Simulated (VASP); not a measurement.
# Ge (R-3) in VASP: a series of runs

The runs below take Ge through single point, with LDA.

All numbers are computed with VASP 6.6.1; they aren't measurements. Logs are shortened: lines on timing, memory, paths and dates and some standing lists are left out, and cuts for length are marked.

## (1) The cell of the first run

Symmetry: R-3, No. 148, trigonal system. Conventional cell: a = 10.248 Å, b = 10.248 Å, c = 5.808 Å, α = 90.00°, β = 90.00°, γ = 120.00°. Ge (site symmetry 3) has 5 Ge at 2.51 to 3.30 Å within 3.3 Å. Within 3.3 Å of Ge (site symmetry 1) lie 4 Ge at 2.52 to 2.58 Å.

## (2) Single point, LDA

Contents of INCAR:

```
SYSTEM = Ge
PREC = Accurate ; ENCUT = 520
EDIFF = 1E-6 ; ISMEAR = 0
SIGMA = 0.15 ; LREAL = .False.
LASPH = .True. ; NELM = 60
ALGO = Fast ; ISIF = 2
LWAVE = .False. ; LCHARG = .False.
NBANDS = 66
```

Contents of KPOINTS:

```
regular mesh
0
Gamma
  9 9 9
  0 0 0
```

Contents of POSCAR:

```
Ge
1.0
    5.1241000000      2.9584005144      1.9360574352
   -5.1241000000      2.9584005144      1.9360574352
    0.0000000000     -5.9168010287      1.9360574352
Ge
8
Direct
    0.7160372200      0.7160372200      0.7160372200
    0.2839627800      0.2839627800      0.2839627800
    0.0289443367      0.7253625347      0.5322921797
    0.5322921797      0.0289443367      0.7253625347
    0.7253625347      0.5322921797      0.0289443367
    0.9710556633      0.2746374653      0.4677078203
    0.4677078203      0.9710556633      0.2746374653
    0.2746374653      0.4677078203      0.9710556633
```

Potentials or basis: VASP PAW LDA potentials, release 64 (Ge_d).

Run with:

```bash
$ cat potpaw_LDA.64/Ge_d/POTCAR > POTCAR
$ mpirun -np 1 vasp_std > vasp.out
```

OUTCAR:

```text
SYSTEM = Ge
   PREC = Accurate
   ENCUT = 520
   EDIFF = 1E-6
   ISMEAR = 0
   LREAL = .False.
   LASPH = .True.
   NELM = 60
   ISIF = 2

 ion  position               nearest neighbor table
   1  0.716  0.716  0.716-   2 2.51   4 2.58   5 2.58   3 2.58
   2  0.284  0.284  0.284-   1 2.51   7 2.58   8 2.58   6 2.58
   3  0.029  0.725  0.532-   5 2.52   4 2.52   6 2.56   1 2.58
   4  0.532  0.029  0.725-   5 2.52   3 2.52   7 2.56   1 2.58
   5  0.725  0.532  0.029-   3 2.52   4 2.52   8 2.56   1 2.58
   6  0.971  0.275  0.468-   8 2.52   7 2.52   3 2.56   2 2.58
   7  0.468  0.971  0.275-   8 2.52   6 2.52   4 2.56   2 2.58
   8  0.275  0.468  0.971-   6 2.52   7 2.52   5 2.56   2 2.58

  LATTYP: Found a trigonal (rhomboedric) cell.
 ALAT       =     6.2255002053
 COS(alpha) =    -0.3549294594

  Lattice vectors:

 A1 = (   5.1241000000,   2.9584005144,   1.9360574352)
 A2 = (  -5.1241000000,   2.9584005144,   1.9360574352)
 A3 = (   0.0000000000,  -5.9168010287,   1.9360574352)

Analysis of symmetry for initial positions (statically):
=====================================================================
 Subroutine PRICEL returns:
 Original cell was already a primitive cell.

 Routine SETGRP: Setting up the symmetry group for a
 trigonal (rhombohedral) supercell.

 Subroutine GETGRP returns: Found  6 space group operations
 (whereof  6 operations were pure point group operations)
 out of a pool of 12 trial point group operations.

The static configuration has the point symmetry S_6 .

Analysis of symmetry for dynamics (positions and initial velocities):
=====================================================================
 Subroutine PRICEL returns:
 Original cell was already a primitive cell.

 Routine SETGRP: Setting up the symmetry group for a
 trigonal (rhombohedral) supercell.

 Subroutine GETGRP returns: Found  6 space group operations
 (whereof  6 operations were pure point group operations)
 out of a pool of 12 trial point group operations.

The dynamic configuration has the point symmetry S_6 .

 Subroutine INISYM returns: Found  6 space group operations
 (whereof  6 operations are pure point group operations),
 and found     1 'primitive' translations

----------------------------------------------------------------------------------------

                                     Primitive cell

  volume of cell :     176.0938

  direct lattice vectors                    reciprocal lattice vectors
     5.124100000  2.958400514  1.936057435     0.097578111  0.056336749  0.172171201
    -5.124100000  2.958400514  1.936057435    -0.097578111  0.056336749  0.172171201
     0.000000000 -5.916801029  1.936057435     0.000000000 -0.112673498  0.172171201

  length of vectors
     6.225500205  6.225500205  6.225500205     0.205762580  0.205762580  0.205762580

  position of ions in fractional coordinates (direct lattice)
     0.716037220  0.716037220  0.716037220
     0.283962780  0.283962780  0.283962780
     0.028944337  0.725362535  0.532292180
     0.532292180  0.028944337  0.725362535
     0.725362535  0.532292180  0.028944337
     0.971055663  0.274637465  0.467707820
     0.467707820  0.971055663  0.274637465
     0.274637465  0.467707820  0.971055663

  ion indices of the primitive-cell ions
   primitive index   ion index
                 1           1
                 2           2
                 3           3
                 4           4
                 5           5
                 6           6
                 7           7
                 8           8

----------------------------------------------------------------------------------------

 KPOINTS: regular mesh

Automatic generation of k-mesh.
 Grid dimensions read from file:
 generate k-points for:    9    9    9

 Generating k-lattice:

  Cartesian coordinates                     Fractional coordinates (reciprocal lattice)
     0.010842012  0.006259639  0.019130133     0.111111111  0.000000000  0.000000000
    -0.010842012  0.006259639  0.019130133     0.000000000  0.111111111  0.000000000
     0.000000000 -0.012519278  0.019130133    -0.000000000 -0.000000000  0.111111111

  Length of vectors
     0.022862509  0.022862509  0.022862509

  Shift w.r.t. Gamma in fractional coordinates (k-lattice)
     0.000000000  0.000000000  0.000000000

 Subroutine IBZKPT returns following result:
 ===========================================

 Found    125 irreducible k-points:

 Following reciprocal coordinates:
            Coordinates               Weight
  0.000000  0.000000  0.000000      1.000000
  0.111111  0.000000  0.000000      6.000000
  0.222222  0.000000  0.000000      6.000000
  0.333333  0.000000  0.000000      6.000000
  0.444444  0.000000  0.000000      6.000000
  0.111111  0.111111  0.000000      6.000000
[... 16 lines left out ...]
  0.444444  0.222222  0.000000      6.000000
 -0.444444 -0.000000 -0.222222      6.000000
 [... further k-points ...]
   k-points           NKPTS =    125   k-points in BZ     NKDIM =    125   number of bands    NBANDS=     66
   number of dos      NEDOS =    301   number of ions     NIONS =      8
   total plane-waves  NPLWV = 110592
   dimension x,y,z NGX =    48 NGY =   48 NGZ =   48
   dimension x,y,z NGXF=    96 NGYF=   96 NGZF=   96
   ions per type =               8
   NGX,Y,Z   is equivalent  to a cutoff of  12.82, 12.82, 12.82 a.u.
   NGXF,Y,Z  is equivalent  to a cutoff of  25.64, 25.64, 25.64 a.u.
 SYSTEM =  Ge
   PREC   = accura    normal or accurate (medium, high low for compatibility)
   ISTART =      0    job   : 0-new  1-cont  2-samecut
   ICHARG =      2    charge: 1-file 2-atom 10-const
   ISPIN  =      1    spin polarized calculation?
   LNONCOLLINEAR =      F non collinear calculations
   LSORBIT =      F    spin-orbit coupling
   LASPH  =      T    aspherical Exc in radial PAW
   ENCUT  =  520.0 eV  38.22 Ry    6.18 a.u.  11.58 11.58 11.58*2*pi/ulx,y,z
   NELM   =     60;   NELMIN=  2; NELMDL= -5     # of ELM steps
   EDIFF  = 0.1E-05   stopping-criterion for ELM
   LREAL  =      F    real-space projection
[... 7 lines left out ...]
   TEBEG  =    0.0;   TEEND  =   0.0 temperature during run
   PSTRESS=    0.0 pullay stress
   NELECT =     112.0000    total number of electrons
   NUPDOWN=      -1.0000    fix difference up-down
   EMIN   =  10.00;   EMAX   =-10.00  energy-range for DOS
   EFERMI =   0.00;   METHOD = LEGACY
   ISMEAR =     0;   SIGMA  =   0.15  broadening in eV -4-tet -1-fermi 0-gaus
   EFERMI_NEDOS =   21; number of points for ismear=-14 and -15
   IALGO  =     68    algorithm
   IMIX   =      4    mixing-type and parameters
     AMIX     =   0.40;   BMIX     =  1.00
     AMIX_MAG =   1.60;   BMIX_MAG =  1.00
  volume/ion in A,a.u.               =      22.01       148.54
  Fermi-wavevector in a.u.,A,eV,Ry     =   1.407882  2.660511 26.968527  1.982131
  Thomas-Fermi vector in A             =   2.530096
   LORBIT       =      0    0 simple, 1 ext, 2 COOP (PROOUT), +10 PAW based schemes
   GGA     = CA    functional components
   LHFCALC =     F    Hartree Fock is set to
   AEXX    =    0.0000 exact exchange contribution
   IVDW    =     0    specifies the selected vdW correction
   LEPSILON=     F    determine dielectric tensor
   LRPA    =     F    only Hartree local field effects (RPA)
 non-spin polarized calculation
 RMM-DIIS sequential band-by-band and
 Gauss-broadening in eV      SIGMA  =   0.15
  energy-cutoff  :      520.00
  volume of cell :      176.09
 maximum number of plane-waves:      4765
   NGX = 23   NGY = 23   NGZ = 23

 number of electron     112.0000004 magnetization

 Free energy of the ion-electron system (eV)
  ---------------------------------------------------
  ext. energy  EPLUGINS =         0.00000000
  ---------------------------------------------------
  free energy    TOTEN  =       -40.21282939 eV

  energy without entropy =      -40.19696392  energy(sigma->0) =      -40.20489665

 E-fermi :   4.6427     XC(G=0): -10.5962

 val. band max:        4.6297113417   @ k =   0.4444   0.3333   0.3333
 cond. band min:       4.6543367462   @ k =   0.4444  -0.1111  -0.3333
 fundamental gap:      0.0246254045
 Fermi energy:         4.6426690362

 k-point     1 :       0.0000    0.0000    0.0000
  band No.  band energies     occupation
      1     -20.0258      2.00000
      2     -20.0258      2.00000
      3     -20.0254      2.00000
      4     -20.0105      2.00000
      5     -20.0105      2.00000
      6     -19.9990      2.00000
[... 58 lines left out ...]
     65       9.9024      0.00000
     66      11.0361      0.00000

 k-point     2 :       0.1111    0.0000    0.0000
  band No.  band energies     occupation
      1     -20.0256      2.00000
      2     -20.0247      2.00000
      3     -20.0241      2.00000
      4     -20.0122      2.00000
      5     -20.0094      2.00000
      6     -19.9985      2.00000
[... 58 lines left out ...]
     65      10.1151      0.00000
     66      10.5202      0.00000

 k-point     3 :       0.2222    0.0000    0.0000
  band No.  band energies     occupation
      1     -20.0251      2.00000
      2     -20.0221      2.00000
      3     -20.0204      2.00000
      4     -20.0155      2.00000
      5     -20.0066      2.00000
      6     -19.9987      2.00000
[... 1438 lines left out ...]
     65       8.9523      0.00000
     66       9.5221      0.00000

 k-point    24 :      -0.4444   -0.0000   -0.2222
  band No.  band energies     occupation
      1     -20.0245      2.00000
      2     -20.0233      2.00000
      3     -20.0170      2.00000
      4     -20.0130      2.00000
      5     -19.9979      2.00000
      6     -19.9928      2.00000
[... 58 lines left out ...]
     65       9.0305      0.00000
     66       9.3727      0.00000

 [... further k-points ...]
[... 5 lines left out ...]
  --------------------------------------------------------------------------------------
  -------------------------------------------------------------------------------------
  Total       -8.2681245     -8.2681245     -2.4802207     -0.0000000     -0.0000000     -0.0000000
  in kB      -75.2269644    -75.2269644    -22.5661177     -0.0000001     -0.0000000     -0.0000000
  external PRESSURE =     -57.6733488 kB  Pullay stress =       0.0000000 kB

 VOLUME and BASIS-vectors are now :
 -----------------------------------------------------------------------------
  energy-cutoff  :      520.00
  volume of cell :      176.09
      direct lattice vectors                 reciprocal lattice vectors
     5.124100000  2.958400514  1.936057435     0.097578111  0.056336749  0.172171201
    -5.124100000  2.958400514  1.936057435    -0.097578111  0.056336749  0.172171201
     0.000000000 -5.916801029  1.936057435     0.000000000 -0.112673498  0.172171201

 POSITION                                       TOTAL-FORCE (eV/Angst)
 -----------------------------------------------------------------------------------
      0.00000      0.00000      4.15887         0.000000      0.000000      0.213649
      0.00000      0.00000      1.64930         0.000000     -0.000000     -0.213649
     -3.56852     -0.91793      2.49093         0.171494     -0.274289     -0.164023
      2.57920     -2.63146      2.49093         0.151794      0.285663     -0.164023
      0.98931      3.54939      2.49093        -0.323288     -0.011374     -0.164023
      3.56852      0.91793      3.31724        -0.171494      0.274289      0.164023
     -2.57920      2.63146      3.31724        -0.151794     -0.285663      0.164023
     -0.98931     -3.54939      3.31724         0.323288      0.011374      0.164023
 -----------------------------------------------------------------------------------
    total drift:                                0.000000      0.000000     -0.000000

  FREE ENERGIE OF THE ION-ELECTRON SYSTEM (eV)
  ---------------------------------------------------
  free  energy   TOTEN  =       -40.2128293891 eV

  energy  without entropy=      -40.1969639152  energy(sigma->0) =      -40.20489665
```

It took 39 min on 1 thread of Oxide Virtual Turin-like, shared host; peak memory 0.88 GiB.

Results:

```
Free energy            : -40.2128 eV
Pressure               : -5.8 GPa
Largest force          : 0.363 eV/Å
Band gap on the k mesh : zero (bands 56 and 57 overlap by 0.51 eV)
```

Forces in eV/Å, atoms in the order of the input:
```
Ge   0.000  0.000  0.214
Ge   0.000  0.000 -0.214
Ge   0.171 -0.274 -0.164
Ge   0.152  0.286 -0.164
Ge  -0.323 -0.011 -0.164
Ge  -0.171  0.274  0.164
Ge  -0.152 -0.286  0.164
Ge   0.323  0.011  0.164
```

Caveat: the stress differs along the axes, from -8 to -2 GPa; semilocal functionals underestimate gaps, and a narrow one can read as zero.

## (3) Single point, LDA

This run uses another cell than the first one, of 22.54 Å³/atom.

Contents of INCAR:

```
SYSTEM = Ge
PREC     = Accurate       ! precision mode
ENCUT    = 520            ! plane-wave cutoff, eV
EDIFF    = 1E-6           ! SCF threshold, eV
ISMEAR   = 0              ! smearing method
SIGMA    = 0.15           ! smearing width, eV
LREAL    = .False.        ! projectors in reciprocal space
LASPH    = .True.         ! aspherical terms in the spheres
NELM     = 60             ! most SCF steps
ALGO     = Fast           ! electronic algorithm
ISIF     = 2              ! what is computed and relaxed
LWAVE    = .False.        ! write WAVECAR
LCHARG   = .False.        ! write CHGCAR
NBANDS   = 66             ! bands
```

Contents of KPOINTS:

```
Automatic mesh
0
Gamma
  9 9 9
  0 0 0
```

Contents of POSCAR:

```
Ge
1.0
    5.1241000000      2.9584005144      1.9825333333
   -5.1241000000      2.9584005144      1.9825333333
    0.0000000000     -5.9168010287      1.9825333333
Ge
8
Direct
    0.7160372198      0.7160372198      0.7160372198
    0.2839627802      0.2839627802      0.2839627802
    0.0289443365      0.7253625346      0.5322921793
    0.5322921793      0.0289443365      0.7253625346
    0.7253625346      0.5322921793      0.0289443365
    0.9710556635      0.2746374654      0.4677078207
    0.4677078207      0.9710556635      0.2746374654
    0.2746374654      0.4677078207      0.9710556635
```

Potentials or basis: VASP PAW LDA potentials, release 64 (Ge_d).

Run with:

```bash
$ cat potpaw_LDA.64/Ge_d/POTCAR > POTCAR
$ mpirun -np 1 vasp_std > vasp.out
```

Wall time 45 min (1 thread of Oxide Virtual Turin-like, shared host); peak memory 0.89 GiB.

It converged, with:

```yaml
Free_energy: -40.1151 eV
Pressure: -7.0 GPa
Largest_force: 0.326 eV/Å
Band_gap_on_the_k_mesh: zero (bands 56 and 57 overlap by 0.54 eV)
```

Forces on the atoms (eV/Å):
```
Ge   0.000  0.000 -0.053
Ge   0.000  0.000  0.053
Ge   0.195 -0.174 -0.194
Ge   0.053  0.256 -0.194
Ge  -0.249 -0.082 -0.194
Ge  -0.195  0.174  0.194
Ge  -0.053 -0.256  0.194
Ge   0.249  0.082  0.194
```

Stress tensor (GPa, compression positive):
```
-7.81  0.00  0.00
 0.00 -7.81  0.00
 0.00  0.00 -5.26
```

Levels at points of the mesh, in eV from the Fermi level:
```
           k point  band 52  band 53  band 54  band 55  band 56  band 57  band 58  band 59  band 60  band 61
(0.00, 0.00, 0.00)    -3.07    -3.07    -0.95    -0.95    -0.48     1.40     1.75     1.75     3.84     4.13
```

Caveat: the cell stands under tension; semilocal functionals underestimate gaps, and a narrow one can read as zero.

The gap in the log of VASP goes by the Fermi energy; the results here count the filled bands.